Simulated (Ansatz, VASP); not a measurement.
**One calculation of HfB2, two programs**

File INCAR:

```
PREC     = Accurate       # precision mode
ENCUT    = 600            # plane-wave cutoff, eV
EDIFF    = 1E-7           # SCF threshold, eV
ISMEAR   = -1             # smearing method
SIGMA    = 0.05           # smearing width, eV
LREAL    = F              # projectors in reciprocal space
LASPH    = T              # aspherical terms in the spheres
NELM     = 80             # most SCF steps
ALGO     = Normal         # electronic algorithm
ISIF     = 3              # what is computed and relaxed
LWAVE    = F              # write WAVECAR
LCHARG   = F              # write CHGCAR
GGA      = RE             # functional
IVDW     = 12             # dispersion correction
IBRION   = 2              # ionic algorithm
NSW      = 60             # ionic steps
EDIFFG   = -0.01          # ionic threshold
```

Contents of KPOINTS:

```
regular mesh
0
Gamma
  10 10 8
```

Contents of POSCAR:

```
HfB2
1.0
    3.1400000000      0.0000000000      0.0000000000
   -1.5700000000      2.7193197679      0.0000000000
    0.0000000000      0.0000000000      3.4800000000
Hf B
1 2
Direct
    0.0000000000      0.0000000000      0.0000000000
    0.6666666667      0.3333333333      0.5000000000
    0.3333333333      0.6666666667      0.5000000000
```

File input.yaml:

```yaml
crystal:
  lattice:
    - [3.14, 0.0, 0.0]
    - [-1.57, 2.7193197679, 0.0]
    - [0.0, 0.0, 3.48]
  atoms:
    - { symbol: Hf, position: [0.0, 0.0, 0.0] }
    - { symbol: B, position: [0.6666666667, 0.3333333333, 0.5] }
    - { symbol: B, position: [0.3333333333, 0.6666666667, 0.5] }
hamiltonian:
  xc: revpbe
  pseudopotentials: { kind: paw }
  dispersion: d3bj
kpoints:
  mp_grid: { grid: [10, 10, 8] }
scf:
  occupations: { method: fermi_dirac, width: 0.05 }
output:
  forces: true
  stress: true
relax:
  f_tol: 0.01
  max_steps: 40
  cell: { stress_tol: 0.05 }
```

Alike in both runs: task relaxation of cell and atoms; functional revPBE; dispersion D3(BJ); k mesh 10 × 10 × 8; occupations fermi-dirac, width 0.05 eV; no spin polarisation.

```csv
,VASP,Ansatz
version,VASP 6.6.1,Ansatz 0.2.0
potentials or method,"VASP PAW PBE potentials, release 64 (Hf_pv, B)",Ansatz PAW
plane-wave cutoff (eV),600,420
valence electrons in the cell,16,32
```

|  | VASP | Ansatz | Ansatz less VASP |
| --- | --- | --- | --- |
| relaxed volume (Å³/atom) | 9.63 | 9.64 | +0.011 |
| relaxed cell length with the largest relative difference (Å) | 3.110 | 3.112 | +0.0020 |

VASP's potentials were made for PBE, not for revPBE. VASP's potentials hold 16 valence electrons a cell and Ansatz's 32, so a difference there can come from the potentials and not from the codes.

Neither program's run includes spin-orbit coupling. Noted on Ansatz's run: the plane-wave basis is chosen anew once the cell has moved, so the energies of steps on either side of that aren't comparable.
